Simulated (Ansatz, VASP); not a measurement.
# Two plane-wave programs on SiC2

File INCAR:

```
SYSTEM = SiC2
PREC = Accurate
ENCUT = 600
EDIFF = 1E-7
ISMEAR = 0
SIGMA = 0.1
LREAL = .FALSE.
LASPH = .TRUE.
NELM = 60
ALGO = Normal
ISIF = 3
LWAVE = .FALSE.
LCHARG = .FALSE.
GGA = PE
IBRION = 2
NSW = 90
EDIFFG = -0.04
```

File KPOINTS:

```
regular mesh
0
G
  8 8 8
  0 0 0
```

The input POSCAR:

```
SiC2
1.0
   -1.6881747700      1.6881747700      7.1623189600
    1.6881747700     -1.6881747700      7.1623189600
    1.6881747700      1.6881747700     -7.1623189600
Si C
2 4
Direct
    0.0000000000      0.0000000000      0.0000000000
    0.7500000000      0.2500000000      0.5000000000
    0.6666666700      0.6666666700      0.0000000000
    0.3333333300      0.3333333300      0.0000000000
    0.4166666700      0.9166666700      0.5000000000
    0.0833333300      0.5833333300      0.5000000000
```

Input for Ansatz:

```yaml
crystal:
  lattice:
    - [-1.68817477, 1.68817477, 7.16231896]
    - [1.68817477, -1.68817477, 7.16231896]
    - [1.68817477, 1.68817477, -7.16231896]
  atoms:
    - { symbol: Si, position: [0.0, 0.0, 0.0] }
    - { symbol: Si, position: [0.75, 0.25, 0.5] }
    - { symbol: C, position: [0.66666667, 0.66666667, 0.0] }
    - { symbol: C, position: [0.33333333, 0.33333333, 0.0] }
    - { symbol: C, position: [0.41666667, 0.91666667, 0.5] }
    - { symbol: C, position: [0.08333333, 0.58333333, 0.5] }
basis:
  ecutwfc: 420
kpoints:
  mp_grid: { grid: [8, 8, 8] }
hamiltonian:
  xc: pbe
scf:
  occupations: { method: gaussian, width: 0.1 }
  lower_state_search: "off"
output:
  forces: true
  stress: true
  eigenvalues: true
relax:
  adjacent_minimum: "off"
  f_tol: 0.04
  max_steps: 70
  cell: { stress_tol: 0.4 }
```

Alike in both runs: task relaxation of cell and atoms; functional PBE; k mesh 8 × 8 × 8; occupations gaussian, width 0.1 eV; no spin polarisation.

|  | VASP | Ansatz |
| --- | --- | --- |
| version | VASP 6.6.1 | Ansatz 0.2.0 |
| potentials or method | VASP PAW PBE potentials, release 64 (Si, C), cutoff 600 eV | scalar-relativistic, plane waves, PAW |
| valence electrons in the cell | 24 | 24 |

```tsv
	VASP	Ansatz	Ansatz less VASP
gap on the k mesh at the Fermi level, each at its own relaxed structure (eV)	0.89	0.89	-0.003
relaxed volume (Å³/atom)	9.05	9.08	+0.024
relaxed length of the cell vector where the two differ most in proportion (Å)	6.602	6.609	+0.0065
```

Noted on VASP's run: the volume moved by over 15 % at a fixed basis, so the end points are rough.
